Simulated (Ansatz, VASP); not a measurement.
## Rh in VASP and in Ansatz

The input INCAR:

```
SYSTEM = Rh
PREC = Accurate
ENCUT = 520
EDIFF = 1E-6
ISMEAR = -1
SIGMA = 0.05
LREAL = .FALSE.
LASPH = .TRUE.
NELM = 80
ALGO = Normal
ISIF = 2
LWAVE = .FALSE.
LCHARG = .TRUE.
LELF = .TRUE.
LVHAR = .TRUE.
NBANDS = 14
```

Contents of KPOINTS:

```
Automatic mesh
0
G
  17 17 17
  0 0 0
```

Contents of POSCAR:

```
Rh
1.0
    0.0000000000      1.7985666952      1.7985666952
    1.7985666952      0.0000000000      1.7985666952
    1.7985666952      1.7985666952      0.0000000000
Rh
1
Direct
    0.0000000000      0.0000000000      0.0000000000
```

Input for Ansatz:

```yaml
crystal:
  lattice:
    - [0.0, 1.7985666952, 1.7985666952]
    - [1.7985666952, 0.0, 1.7985666952]
    - [1.7985666952, 1.7985666952, 0.0]
  atoms:
    - { symbol: Rh, position: [0.0, 0.0, 0.0] }
kpoints:
  mp_grid: { grid: [17, 17, 17] }
scf:
  occupations: { method: fermi_dirac, width: 0.05 }
hamiltonian:
  xc: lda
  pseudopotentials: { kind: all_electron, lapw: { basis_error: 0.001 } }
output:
  forces: true
  stress: true
  eigenvalues: true
  populations: true
```

Change from the starting cell: volume scaled by 0.88, LAPW.

Alike in both runs: task single point; functional LDA; k mesh 17 × 17 × 17; occupations fermi-dirac, width 0.05 eV; no spin polarisation.

|  | VASP | Ansatz |
| --- | --- | --- |
| version | VASP 6.6.1 | Ansatz 0.2.0 |
| potentials or method | VASP PAW LDA potentials, release 64 (Rh_pv), cutoff 520 eV | all-electron LAPW, scalar-relativistic |

|  | VASP | Ansatz | Ansatz less VASP |
| --- | --- | --- | --- |
| pressure (GPa) | 57.4 | 56.0 | -1.45 |

LDA's correlation is that of Perdew and Zunger in VASP and of Perdew and Wang (1992) in Ansatz. Both programs put the cell under a high pressure, so it lies far from rest at this level. Ansatz ran all-electron here, and VASP with PAW potentials.
